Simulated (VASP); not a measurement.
# PtS2 (P-3m1) in VASP: further runs, part 2 of 2

VASP 6.6.1.

## Step 3: Single point, PBE (strain -0.050 along x and y, -0.025 along z)

INCAR

```
SYSTEM = PtS2
ALGO = Normal
EDIFF = 1E-6
ENCUT = 520
GGA = PE
ISIF = 2
ISMEAR = 0
LASPH = .True.
LCHARG = .True.
LELF = .True.
LREAL = .False.
LVHAR = .True.
LWAVE = .False.
NBANDS = 18
NELM = 100
PREC = Accurate
SIGMA = 0.05
```

KPOINTS

```
k-points
0
Gamma
  12 12 8
  0 0 0
```

POSCAR

```
PtS2
1.0
    3.3660395020      0.0000000000      0.0000000000
   -1.6830197510      2.9150757189      0.0000000000
    0.0000000000      0.0000000000      4.9128300000
Pt S
1 2
Direct
    0.0000000000      0.0000000000      0.0000000000
    0.3333333333      0.6666666667      0.2500000000
    0.6666666667      0.3333333333      0.7500000000
```

Potentials or basis: VASP PAW PBE potentials, release 64 (Pt, S).

Launch:

```bash
> cat potpaw_PBE.64/Pt/POTCAR potpaw_PBE.64/S/POTCAR > POTCAR
> mpirun -np 1 vasp_std > vasp.out
```

Run time: 2 min. Hardware: 1 thread of Intel Xeon Platinum 8375C at 2.90GHz (Ice Lake), shared host; peak memory 0.25 GiB.

It converged, with:

```
Free energy            : -14.7667 eV
Pressure               : 28.0 GPa
Largest force          : 1.497 eV/Å
Band gap on the k mesh : 0.69 eV, indirect (least direct gap 0.96 eV)
```

Forces on the atoms (eV/Å):
```
Pt   0.000  0.000  0.000
S    0.000  0.000  1.497
S    0.000  0.000 -1.497
```

Stress tensor (GPa, compression positive):
```
32.60  0.00  0.00
 0.00 32.60  0.00
 0.00  0.00 18.83
```

Levels at points of the mesh, in eV from the valence-band top:
```tsv
k point	band 8	band 9	band 10	band 11	band 12	band 13	band 14	band 15
(0.00, 0.00, 0.00)	-2.66	-1.19	-1.19	-0.11	2.13	2.13	4.40	6.47
(0.50, 0.00, 0.00)	-3.60	-3.55	-3.40	-2.74	1.54	2.91	5.91	6.21
(0.00, 0.00, 0.50)	-3.45	-1.54	-1.54	-1.12	2.96	2.96	5.36	7.75
(0.50, 0.00, 0.50)	-3.56	-3.08	-3.01	-1.76	1.63	2.83	4.84	5.23
```

Caveat: the cell differs from its parent crystal (strain -0.050 along x and y, -0.025 along z); spin-orbit coupling is left out, which moves the levels of the heavy elements; forces of over 1 eV/Å act on the atoms, so gaps and moduli don't describe the material at rest. A k mesh can miss the band edges.

## Step 4: Single point, PBE (strain -0.050 along x and y, +0.000 along z)

INCAR

```
SYSTEM = PtS2
PREC = Accurate ; ENCUT = 520
EDIFF = 1E-7 ; ISMEAR = 0
SIGMA = 0.05 ; LREAL = .False.
LASPH = .True. ; NELM = 80
ALGO = Normal ; ISIF = 2
LWAVE = .False. ; LCHARG = .False.
GGA = PE ; NBANDS = 18
```

KPOINTS

```
Automatic mesh
0
Gamma
  12 12 8
  0 0 0
```

Edit POSCAR of step 3 so:

```diff
@@ -4,3 +4,3 @@
    -1.6830197510      2.9150757189      0.0000000000
-    0.0000000000      0.0000000000      4.9128300000
+    0.0000000000      0.0000000000      5.0388000000
 Pt S
```

Potentials or basis: VASP PAW PBE potentials, release 64 (Pt, S).

Launch:

```bash
> cat potpaw_PBE.64/Pt/POTCAR potpaw_PBE.64/S/POTCAR > POTCAR
> mpirun -np 1 vasp_std > vasp.out
```

OUTCAR:

```text
SYSTEM = PtS2
   PREC = Accurate
   ENCUT = 520
   EDIFF = 1E-7
   ISMEAR = 0
   LREAL = .False.
   LASPH = .True.
   NELM = 80
   ISIF = 2
   GGA = PE

 ion  position               nearest neighbor table
   1  0.000  0.000  0.000-   2 2.32   3 2.32   3 2.32   2 2.32   3 2.32   2 2.32
   2  0.333  0.667  0.250-   1 2.32   1 2.32   1 2.32
   3  0.667  0.333  0.750-   1 2.32   1 2.32   1 2.32

  LATTYP: Found a hexagonal cell.
 ALAT       =     3.3660395020
 C/A-ratio  =     1.4969521294

  Lattice vectors:

 A1 = (   3.3660395020,   0.0000000000,   0.0000000000)
 A2 = (  -1.6830197510,   2.9150757189,   0.0000000000)
 A3 = (   0.0000000000,   0.0000000000,   5.0388000000)

Analysis of symmetry for initial positions (statically):
=====================================================================
 Subroutine PRICEL returns:
 Original cell was already a primitive cell.

 Routine SETGRP: Setting up the symmetry group for a
 hexagonal supercell.

 Subroutine GETGRP returns: Found 12 space group operations
[... 161 lines left out ...]
  ---------------------------------------------------
  ext. energy  EPLUGINS =         0.00000000
  ---------------------------------------------------
  free energy    TOTEN  =       -14.89459800 eV

  energy without entropy =      -14.89459800  energy(sigma->0) =      -14.89459800

 E-fermi :   8.5890     XC(G=0): -11.1947

 val. band max:        8.3052365083   @ k =   0.0000   0.1667   0.2500
 cond. band min:       9.0189878094   @ k =   0.2500   0.2500   0.0000
 fundamental gap:      0.7137513011
 Fermi energy:         8.5890197222

 k-point     1 :       0.0000    0.0000    0.0000
  band No.  band energies     occupation
      1      -7.8443      2.00000
      2      -4.6221      2.00000
      3       0.2777      2.00000
      4       1.1683      2.00000
      5       1.1683      2.00000
      6       3.9810      2.00000
[... 481 lines left out ...]
      5       1.5276      2.00000
      6       3.2913      2.00000
[... 10 lines left out ...]
     17      17.8957      0.00000
     18      18.0225      0.00000

 [... further k-points ...]
[... 5 lines left out ...]
  --------------------------------------------------------------------------------------
  -------------------------------------------------------------------------------------
  Total        8.4581912      8.4581912      4.3887648      0.0000000     -0.0000000      0.0000000
  in kB      274.0891915    274.0891915    142.2187068      0.0000000     -0.0000000      0.0000000
  external PRESSURE =     230.1323632 kB  Pullay stress =       0.0000000 kB

 VOLUME and BASIS-vectors are now :
 -----------------------------------------------------------------------------
  energy-cutoff  :      520.00
  volume of cell :       49.44
      direct lattice vectors                 reciprocal lattice vectors
     3.366039502  0.000000000  0.000000000     0.297085046  0.171522131  0.000000000
    -1.683019751  2.915075719  0.000000000     0.000000000  0.343044262  0.000000000
     0.000000000  0.000000000  5.038800000     0.000000000  0.000000000  0.198459951

 POSITION                                       TOTAL-FORCE (eV/Angst)
 -----------------------------------------------------------------------------------
      0.00000      0.00000      0.00000         0.000000      0.000000      0.000000
     -0.00000      1.94338      1.25970         0.000000      0.000000      1.016040
      1.68302      0.97169      3.77910        -0.000000     -0.000000     -1.016040
 -----------------------------------------------------------------------------------
    total drift:                               -0.000000     -0.000000     -0.000000

  FREE ENERGIE OF THE ION-ELECTRON SYSTEM (eV)
  ---------------------------------------------------
  free  energy   TOTEN  =       -14.8945980032 eV

  energy  without entropy=      -14.8945980032  energy(sigma->0) =      -14.89459800
```

Wall time 1.7 min (1 thread of Intel Xeon Platinum 8375C at 2.90GHz (Ice Lake), shared host); peak memory 0.25 GiB.

What came out:

```
Free energy            : -14.8946 eV
Pressure               : 23.0 GPa
Largest force          : 1.016 eV/Å
Band gap on the k mesh : 0.71 eV, indirect (least direct gap 1.00 eV)
```

Forces in eV/Å, atoms in the order of the input:
```
Pt   0.000  0.000  0.000
S    0.000  0.000  1.016
S    0.000  0.000 -1.016
```

Stress tensor (GPa, compression positive):
```
27.41  0.00  0.00
 0.00 27.41  0.00
 0.00  0.00 14.22
```

Caveat: the cell differs from its parent crystal (strain -0.050 along x and y, +0.000 along z); spin-orbit coupling is left out, which moves the levels of the heavy elements; forces of over 1 eV/Å act on the atoms, so gaps and moduli don't describe the material at rest. A k mesh can miss the band edges.

## Step 5: Single point, PBE (strain -0.025 along x and y, -0.050 along z)

INCAR

```
SYSTEM = PtS2
PREC = Accurate
ENCUT = 520
EDIFF = 1E-7
ISMEAR = 0
SIGMA = 0.05
LREAL = .False.
LASPH = .True.
NELM = 80
ALGO = Normal
ISIF = 2
LWAVE = .False.
LCHARG = .True.
GGA = PE
LELF = .True.
LVHAR = .True.
NBANDS = 18
```

KPOINTS is that of step 4.

POSCAR

```
PtS2
1.0
    3.4546194889      0.0000000000      0.0000000000
   -1.7273097444      2.9917882378      0.0000000000
    0.0000000000      0.0000000000      4.7868600000
Pt S
1 2
Direct
    0.0000000000      0.0000000000      0.0000000000
    0.3333333333      0.6666666667      0.2500000000
    0.6666666667      0.3333333333      0.7500000000
```

Launch:

```bash
> cat potpaw_PBE.64/Pt/POTCAR potpaw_PBE.64/S/POTCAR > POTCAR
> mpirun -np 1 vasp_std > vasp.out
```

Wall time 90 s (1 thread of Intel Xeon Platinum 8375C at 2.90GHz (Ice Lake), shared host); peak memory 0.25 GiB.

Results (log left out):

- Free energy: -15.0665 eV
- Pressure: 19.0 GPa
- Largest force: 1.090 eV/Å
- Band gap on the k mesh: 0.58 eV, indirect (least direct gap 0.85 eV)

Forces on the atoms (eV/Å):
```
Pt   0.000  0.000  0.000
S    0.000  0.000  1.090
S    0.000  0.000 -1.090
```

Stress tensor (GPa, compression positive):
```
21.63  0.00  0.00
 0.00 21.63  0.00
 0.00  0.00 13.86
```

Levels at points of the mesh, in eV from the valence-band top:
| k point | band 8 | band 9 | band 10 | band 11 | band 12 | band 13 | band 14 | band 15 |
| --- | --- | --- | --- | --- | --- | --- | --- | --- |
| (0.00, 0.00, 0.00) | -2.48 | -1.37 | -1.37 | 0.00 | 1.85 | 1.85 | 4.08 | 6.00 |
| (0.50, 0.00, 0.00) | -3.83 | -3.63 | -3.49 | -2.81 | 1.33 | 2.75 | 5.67 | 6.30 |
| (0.00, 0.00, 0.50) | -3.29 | -1.77 | -1.77 | -1.19 | 2.77 | 2.77 | 5.34 | 7.36 |
| (0.50, 0.00, 0.50) | -3.65 | -3.22 | -3.17 | -1.61 | 1.39 | 2.38 | 4.93 | 5.31 |

Caveat: the cell differs from its parent crystal (strain -0.025 along x and y, -0.050 along z); spin-orbit coupling is left out, which moves the levels of the heavy elements; forces of over 1 eV/Å act on the atoms, so gaps and moduli don't describe the material at rest. A k mesh can miss the band edges.

## Step 6: The runs side by side

```tsv
cell	gap on the mesh (eV)	pressure (GPa)	largest force (eV/Å)
a = 3.366, b = 3.366, c = 4.787 Å, angles 90.0, 90.0, 120.0°, 3 atoms	0.66	33.5	2.00
a = 3.366, b = 3.366, c = 4.913 Å, angles 90.0, 90.0, 120.0°, 3 atoms	0.69	28.0	1.50
a = 3.366, b = 3.366, c = 5.039 Å, angles 90.0, 90.0, 120.0°, 3 atoms	0.71	23.0	1.02
a = 3.455, b = 3.455, c = 4.787 Å, angles 90.0, 90.0, 120.0°, 3 atoms	0.58	19.0	1.09
```

Alike in all rows: task single point; level PBE; potentials or basis VASP PAW PBE potentials, release 64 (Pt, S); no spin polarisation; k mesh 12 × 12 × 8; cutoff (eV) 520; smearing gaussian 0.05 eV.

Caveats: spin-orbit coupling is left out, which moves the levels of the heavy elements; forces of over 1 eV/Å act on the atoms, so gaps and moduli don't describe the material at rest.

Absolute energies hang on the potentials; compare differences alone.
